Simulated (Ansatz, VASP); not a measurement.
# One calculation of Ir, two programs

```
CELL_PARAMETERS angstrom
0.00000 1.93606 1.93606
1.93606 0.00000 1.93606
1.93606 1.93606 0.00000
ATOMIC_POSITIONS crystal
Ir 0.00000 0.00000 0.00000
```

Alike in both runs: task single point; functional PBE; k mesh 14 × 14 × 14; occupations fermi-dirac, width 1 eV; no spin polarisation.

|  | VASP | Ansatz |
| --- | --- | --- |
| version | VASP 6.6.1 | Ansatz 0.2.0 |
| potentials or method | VASP PAW PBE potentials, release 64 (Ir), cutoff 520 eV | plane waves (420 eV) with PAW, scalar-relativistic |
| valence electrons in the cell | 9 | 17 |

Ansatz gave:

* pressure (GPa): 24.0

What did VASP give for the same quantities?

Pressure (GPa): 24.7.

The functional is the same, so the differences come from potentials, cutoffs and numerics. VASP's potentials hold 9 valence electrons a cell and Ansatz's 17, so a difference there can come from the potentials and not from the codes.

Neither program's run includes spin-orbit coupling.
